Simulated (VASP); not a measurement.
Ga2PN:

```
CELL_PARAMETERS angstrom
-2.35276 2.35276 4.70552
2.35276 -2.35276 4.70552
2.35276 2.35276 -4.70552
ATOMIC_POSITIONS crystal
N 0.00000 0.00000 0.00000
N 0.25000 0.75000 0.50000
Ga 0.62500 0.62500 0.50000
Ga 0.87500 0.37500 0.00000
Ga 0.12500 0.12500 0.50000
Ga 0.37500 0.87500 0.00000
P 0.50000 0.50000 0.00000
P 0.75000 0.25000 0.50000
```

| Quantity | Value |
| --- | --- |
| Program | VASP 6.6.1 |
| Task | relaxation of cell and atoms |
| Functional | PBE |
| Potentials or basis | VASP PAW PBE potentials, release 64 (N, Ga_d, P) |
| Cutoff | 600 eV |
| k mesh | 8 × 8 × 8 |
| Occupations | fermi-dirac, width 0.02 eV |
| Spin | no spin polarisation |

At the start: pressure 42.4 GPa; volume 13.02 Å³/atom.

**Question.** How do energy, volume and symmetry change on relaxing?

**Answer.** Over 11 steps the energy falls by 678.0 meV/atom and the volume is 15.76 Å³/atom (+21.0 %); space group I-42d (No. 122, to 0.1 Å) before and after.

Step by step:
```tsv
step	energy change (eV)	largest force (eV/Å)	pressure (GPa)	volume (Å³)
1	0.0000	6.4336	42.45	104.19
2	-2.7757	0.4801	-16.39	165.36
3	-5.0592	1.0778	-5.39	134.43
4	-5.0696	1.1964	-4.43	133.10
5	-5.0702	1.2730	-3.81	132.27
6	-5.3749	0.5462	-0.38	126.93
7	-5.4100	0.1778	1.54	124.52
8	-5.4224	0.0625	-0.42	126.57
9	-5.4232	0.0153	-0.03	126.15
10	-5.4237	0.0105	0.00	126.13
11	-5.4240	0.0043	0.02	126.10
```

Final structure:
```
CELL_PARAMETERS angstrom
-2.52297 2.52297 4.95254
2.52297 -2.52297 4.95254
2.52297 2.52297 -4.95254
ATOMIC_POSITIONS crystal
N 0.00000 0.00000 0.00000
N 0.25000 0.75000 0.50000
Ga 0.62500 0.68237 0.55737
Ga 0.93237 0.37500 0.05737
Ga 0.12500 0.06763 0.44263
Ga 0.31763 0.87500 0.94263
P 0.50000 0.50000 0.00000
P 0.75000 0.25000 0.50000
```

Caveat: the volume moved by over 15 % at a fixed basis, so the end points are rough.
